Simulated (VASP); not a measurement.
**Bi2Te3: single point with r2SCAN**

Bi2Te3:

```xyz
5
Lattice="2.1930 1.2661 10.1657 -2.1930 1.2661 10.1657 0.0000 -2.5323 10.1657" Properties=species:S:1:pos:R:3 pbc="T T T"
Bi    0.0000    0.0000   18.2982
Bi    0.0000    0.0000   12.1988
Te    0.0000    0.0000   24.1079
Te    0.0000    0.0000    6.3891
Te    0.0000    0.0000    0.0000
```

| Item | Value |
| --- | --- |
| Program | VASP 6.6.1 |
| Task | single point |
| Functional | r2SCAN |
| Potentials or basis | VASP PAW PBE potentials, release 64 (Bi_d, Te) |
| Cutoff | 520 eV |
| k mesh | 7 × 7 × 7 |
| Occupations | fermi-dirac, width 0.05 eV |
| Spin | no spin polarisation |
| Dipole correction | no |
| Further INCAR settings | ALGO = Normal; EDIFF = 1e-06; NBANDS = 32 |

```
Pressure               : 1.3 GPa
Largest force          : 0.270 eV/Å
Band gap on the k mesh : 0.51 eV
```

Forces on the atoms (eV/Å):
```
Bi   0.000  0.000 -0.122
Bi   0.000  0.000  0.122
Te   0.000  0.000 -0.270
Te   0.000  0.000  0.270
Te   0.000  0.000  0.000
```

Levels at points of the mesh, in eV from the valence-band top:
```tsv
k point	band 22	band 23	band 24	band 25	band 26	band 27
(0.00, 0.00, 0.00)	-1.01	-1.01	0.00	0.51	0.68	0.68
```

It took 40 min on 1 thread of Intel(R) Xeon(R) 6975P-C (Granite Rapids) (shared host), peak memory 1.2 GiB.

Caveat: the PAW data sets were made with another functional, which shifts forces and pressure a little; spin-orbit coupling is left out, which moves the levels of the heavy elements; an odd mesh through Γ misses points on the zone boundary, where band edges can lie. r2SCAN opens gaps a little over a GGA but as a rule still falls short of measured ones.
